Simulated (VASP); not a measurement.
# CdS (F-43m) in VASP: settings compared, part 2 of 2

VASP 6.6.1.

### 3 Single point, r2SCAN+rVV10

This run uses another cell than the first one, of 24.31 Å³/atom.

Contents of POSCAR:

```
CdS
1.0
    0.0000000000      2.8969255847      2.8969255847
    2.8969255847      0.0000000000      2.8969255847
    2.8969255847      2.8969255847      0.0000000000
Cd S
1 1
Direct
    0.0000000000      0.0000000000      0.0000000000
    0.7500000000      0.7500000000      0.7500000000
```

Contents of INCAR.step1:

```
SYSTEM = CdS
PREC = Accurate ; ENCUT = 700
ISMEAR = -1 ; SIGMA = 0.05
LREAL = .False. ; LASPH = .True.
NELM = 120 ; NBANDS = 20
GGA = PE ; ALGO = Normal
EDIFF = 1E-5 ; LWAVE = .True.
LCHARG = .False. ; GGA_COMPAT = .False.
```

Contents of INCAR.step2:

```
SYSTEM = CdS
PREC = Accurate ; ENCUT = 700
EDIFF = 1E-6 ; ISMEAR = -1
SIGMA = 0.05 ; LREAL = .False.
LASPH = .True. ; NELM = 120
ALGO = Normal ; ISIF = 2
LWAVE = .False. ; LCHARG = .False.
METAGGA = R2SCAN ; LMIXTAU = .True.
LUSE_VDW = .True. ; IVDW_NL = 2
BPARAM = 11.95 ; CPARAM = 0.0093
NBANDS = 20 ; ISTART = 1
GGA_COMPAT = .False.
```

Contents of KPOINTS:

```
Automatic mesh
0
Gamma
  8 8 8
  0 0 0
```

Potentials or basis: VASP PAW PBE potentials, release 64 (Cd_sv_GW, S).

Launch:

```
> cat potpaw_PBE.64/Cd_sv_GW/POTCAR potpaw_PBE.64/S/POTCAR > POTCAR
> cp INCAR.step1 INCAR
> mpirun -np 1 vasp_std > vasp.out
> cp INCAR.step2 INCAR
> mpirun -np 1 vasp_std > vasp.out
```

Run time: 2.6 min. Hardware: 1 thread of Intel Xeon Platinum 8559C (Emerald Rapids), shared host; peak memory 0.41 GiB.

The run converged. Its results:

| Item | Value |
| --- | --- |
| Free energy | -28.9613 eV |
| Pressure | 1.9 GPa |
| Band gap on the k mesh | 1.58 eV |

Levels at points of the mesh, in eV from the valence-band top:
```
           k point  band 11  band 12  band 13  band 14  band 15  band 16
(0.00, 0.00, 0.00)     0.00     0.00     0.00     1.58     7.06     7.06
(0.50, 0.00, 0.00)    -4.60    -0.80    -0.80     3.47     7.46     7.46
(0.50, 0.50, 0.00)    -4.07    -2.00    -2.00     3.75     4.76     9.79
```

Caveat: the PAW data sets were made with another functional, which shifts forces and pressure a little.

### 4 Single point, r2SCAN0

This run uses another cell than the first one, of 23.32 Å³/atom.

Contents of POSCAR:

```
CdS
1.0
    0.0000000000      2.8569628861      2.8569628861
    2.8569628861      0.0000000000      2.8569628861
    2.8569628861      2.8569628861      0.0000000000
Cd S
1 1
Direct
    0.0000000000      0.0000000000      0.0000000000
    0.7500000000      0.7500000000      0.7500000000
```

Contents of INCAR.step1:

```
SYSTEM = CdS
PREC = Accurate
ENCUT = 520
EDIFF = 1E-5
ISMEAR = -1
SIGMA = 0.05
LREAL = .FALSE.
LASPH = .TRUE.
NELM = 120
ALGO = Normal
ISIF = 2
LWAVE = .TRUE.
GGA = PE
NBANDS = 20
GGA_COMPAT = .FALSE.
```

Contents of INCAR.step2:

```
SYSTEM = CdS
PREC = Accurate
ENCUT = 520
EDIFF = 1E-6
ISMEAR = -1
SIGMA = 0.05
LREAL = .FALSE.
LASPH = .TRUE.
NELM = 120
ALGO = Normal
ISIF = 2
LWAVE = .FALSE.
LCHARG = .TRUE.
METAGGA = R2SCAN
LHFCALC = .TRUE.
AEXX = 0.25
LMIXTAU = .TRUE.
PRECFOCK = Normal
LELF = .TRUE.
LVHAR = .TRUE.
ISTART = 1
NBANDS = 20
GGA_COMPAT = .FALSE.
```

Contents of KPOINTS:

```
regular mesh
0
G
  4 4 4
  0 0 0
```

Launch:

```
> cat potpaw_PBE.64/Cd_sv_GW/POTCAR potpaw_PBE.64/S/POTCAR > POTCAR
> cp INCAR.step1 INCAR
> mpirun -np 1 vasp_std > vasp.out
> cp INCAR.step2 INCAR
> mpirun -np 1 vasp_std > vasp.out
```

Run time: 10 min. Hardware: 1 thread of AMD EPYC 9R45 (Zen 5), shared host; peak memory 0.17 GiB.

It converged, with:

```
Free energy            : -25.9251 eV
Pressure               : 4.2 GPa
Band gap on the k mesh : 3.31 eV
```

Levels at points of the mesh, in eV from the valence-band top:
| k point | band 11 | band 12 | band 13 | band 14 | band 15 | band 16 |
| --- | --- | --- | --- | --- | --- | --- |
| (0.00, 0.00, 0.00) | 0.00 | 0.00 | 0.00 | 3.31 | 8.80 | 8.80 |
| (0.50, 0.00, 0.00) | -5.19 | -0.92 | -0.92 | 5.23 | 9.22 | 9.22 |
| (0.50, 0.50, 0.00) | -4.58 | -2.29 | -2.29 | 5.25 | 6.53 | 11.98 |

Caveat: the k points lie up to 0.48 Å⁻¹ apart; the PAW data sets were made with another functional, which shifts forces and pressure a little.

### 5 Single point, r2SCAN+D3(BJ), collinear spin

This run uses another cell than the first one, of 24.81 Å³/atom.

Contents of POSCAR:

```
CdS
1.0
    0.0000000000      2.9165000000      2.9165000000
    2.9165000000      0.0000000000      2.9165000000
    2.9165000000      2.9165000000      0.0000000000
Cd S
1 1
Direct
    0.0000000000      0.0000000000      0.0000000000
    0.7500000000      0.7500000000      0.7500000000
```

Contents of INCAR.step1:

```
  ALGO = Normal
  EDIFF = 1E-5
  ENCUT = 700
  GGA = PE
  GGA_COMPAT = False
  ISMEAR = 0
  ISPIN = 2
  LASPH = True
  LCHARG = False
  LREAL = False
  LWAVE = True
  MAGMOM = 0.5 0
  NBANDS = 24
  NELM = 200
  PREC = Accurate
  SIGMA = 0.025
```

Contents of INCAR.step2:

```
  ALGO = Normal
  EDIFF = 1E-6
  ENCUT = 700
  GGA_COMPAT = False
  ISIF = 2
  ISMEAR = 0
  ISPIN = 2
  ISTART = 1
  IVDW = 12
  LASPH = True
  LCHARG = True
  LELF = True
  LMIXTAU = True
  LORBIT = 11
  LREAL = False
  LVHAR = True
  LWAVE = False
  MAGMOM = 0.5 0
  METAGGA = R2SCAN
  NBANDS = 24
  NELM = 200
  PREC = Accurate
  SIGMA = 0.025
  VDW_A1 = 0.49484001
  VDW_A2 = 5.73083694
  VDW_S6 = 1.0
  VDW_S8 = 0.78981345
```

Contents of KPOINTS:

```
k-points
0
Gamma
  8 8 8
```

Potentials or basis: VASP PAW PBE potentials, release 64 (Cd_sv_GW, S).

Launch:

```
> cat potpaw_PBE.64/Cd_sv_GW/POTCAR potpaw_PBE.64/S/POTCAR > POTCAR
> cp INCAR.step1 INCAR
> mpirun -np 1 vasp_std > vasp.out
> cp INCAR.step2 INCAR
> mpirun -np 1 vasp_std > vasp.out
```

OUTCAR:

```text
EDIFF = 1E-6
   ENCUT = 700
   ISIF = 2
   ISMEAR = 0
   ISPIN = 2
   ISTART = 1
   IVDW = 12
   LASPH = True
   LORBIT = 11
   LREAL = False
   METAGGA = R2SCAN
   NELM = 200
   PREC = Accurate
 IVDW          = 12

 ion  position               nearest neighbor table
   1  0.000  0.000  0.000-   2 2.53   2 2.53   2 2.53   2 2.53
   2  0.750  0.750  0.750-   1 2.53   1 2.53   1 2.53   1 2.53

  LATTYP: Found a face centered cubic cell.
 ALAT       =     5.8330000000
[... 1520 lines left out ...]
  external pressure =        3.87 kB  Pullay stress =        0.00 kB

 VOLUME and BASIS-vectors are now :
 -----------------------------------------------------------------------------
  energy-cutoff  :      700.00
  volume of cell :       49.62
      direct lattice vectors                 reciprocal lattice vectors
     0.000000000  2.916500000  2.916500000    -0.171438368  0.171438368  0.171438368
     2.916500000  0.000000000  2.916500000     0.171438368 -0.171438368  0.171438368
     2.916500000  2.916500000  0.000000000     0.171438368  0.171438368 -0.171438368

 POSITION                                       TOTAL-FORCE (eV/Angst)
 -----------------------------------------------------------------------------------
      0.00000      0.00000      0.00000         0.000000      0.000000      0.000000
      4.37475      4.37475      4.37475        -0.000000     -0.000000     -0.000000
 -----------------------------------------------------------------------------------
    total drift:                               -0.000000     -0.000000     -0.000000

  FREE ENERGIE OF THE ION-ELECTRON SYSTEM (eV)
  ---------------------------------------------------
  free  energy   TOTEN  =       -30.0411682439 eV

  energy  without entropy=      -30.0411682439  energy(sigma->0) =      -30.04116824

 total charge

# of ion       s       p       d       f       tot
--------------------------------------------------
    1        2.249   6.202   9.213   0.008  17.672
    2        1.311   2.434   0.000   0.000   3.744
--------------------------------------------------
tot          3.559   8.636   9.213   0.008  21.417

 magnetization (x)

# of ion       s       p       d       f       tot
--------------------------------------------------
    1        0.000   0.000  -0.000  -0.000   0.000
    2       -0.000   0.000   0.000   0.000  -0.000
--------------------------------------------------
tot         -0.000   0.000  -0.000  -0.000  -0.000
```

OSZICAR.step1:

```text
N       E                     dE             d eps       ncg     rms          rms(c)
DAV:   1     0.469203587414E+03    0.46920E+03   -0.15843E+04  2824   0.158E+03
DAV:   2     0.374698382139E+02   -0.43173E+03   -0.38188E+03  2792   0.510E+02
DAV:   3    -0.487208765932E+01   -0.42342E+02   -0.41914E+02  4240   0.176E+02
DAV:   4    -0.664909938530E+01   -0.17770E+01   -0.17764E+01  3312   0.387E+01
DAV:   5    -0.670979181882E+01   -0.60692E-01   -0.60690E-01  4304   0.769E+00    0.217E+01
DAV:   6    -0.621101631679E+01    0.49878E+00   -0.10466E+00  4488   0.165E+01    0.159E+01
DAV:   7    -0.619397487385E+01    0.17041E-01   -0.40904E-01  4192   0.520E+00    0.647E+00
DAV:   8    -0.619774293713E+01   -0.37681E-02   -0.62165E-02  3488   0.318E+00    0.131E+00
DAV:   9    -0.620185719052E+01   -0.41143E-02   -0.11905E-02  3864   0.127E+00    0.549E-01
DAV:  10    -0.620193925952E+01   -0.82069E-04   -0.47927E-04  3864   0.293E-01    0.136E-01
DAV:  11    -0.620198714385E+01   -0.47884E-04   -0.55682E-05  3520   0.123E-01    0.628E-02
DAV:  12    -0.620203186275E+01   -0.44719E-04   -0.57211E-05  3296   0.571E-02    0.275E-02
DAV:  13    -0.620204032351E+01   -0.84608E-05   -0.71190E-06  2984   0.186E-02
   1 F= -.62020403E+01 E0= -.62020403E+01  d E =-.364311-125  mag=     0.0000
```

Wall time 5.8 min (1 thread of Intel Xeon Platinum 8375C at 2.90GHz (Ice Lake), shared host); peak memory 0.33 GiB.

What came out:

| Property | Result |
| --- | --- |
| Free energy | -30.0412 eV |
| Pressure | 0.4 GPa |
| Band gap on the k mesh | 1.60 eV |
| Net moment | 0.00 μB per cell |
| Valence electrons inside the program's atomic spheres | Cd 17.67; S 3.74 |
| Dispersion energy per atom | -0.148 eV |

Caveat: the PAW data sets were made with another functional, which shifts forces and pressure a little. r2SCAN opens gaps a little over a GGA but as a rule still falls short of measured ones.

### 6 Summary

| level | spin | cell | k mesh | cutoff (eV) | smearing | grid for exact exchange (PRECFOCK) | share of exact exchange | screening parameter | gap on the mesh (eV) | pressure (GPa) |
| --- | --- | --- | --- | --- | --- | --- | --- | --- | --- | --- |
| PBEsol-based screened hybrid with 25 % exact exchange | off | a = 4.069 Å, angles 60.0°, 2 atoms | 4 × 4 × 4 | 470 | fermi-dirac 0.05 eV | Normal | 0.25 | 0.207 1/Å | 2.12 | 0.9 |
| r2SCAN+rVV10 | off | a = 4.097 Å, angles 60.0°, 2 atoms | 8 × 8 × 8 | 700 | fermi-dirac 0.05 eV | - | - | - | 1.58 | 1.9 |
| r2SCAN0 | off | a = 4.040 Å, angles 60.0°, 2 atoms | 4 × 4 × 4 | 520 | fermi-dirac 0.05 eV | Normal | 0.25 | - | 3.31 | 4.2 |
| r2SCAN+D3(BJ) | collinear | a = 4.125 Å, angles 60.0°, 2 atoms | 8 × 8 × 8 | 700 | gaussian 0.025 eV | - | - | - | 1.60 | 0.4 |

Alike in all rows: task single point; potentials or basis VASP PAW PBE potentials, release 64 (Cd_sv_GW, S).

Caveats: some runs use coarse meshes; the PAW data sets were made with another functional, which shifts forces and pressure a little.

Total energies depend on the potentials used, so only differences within one code and one set of settings carry meaning.
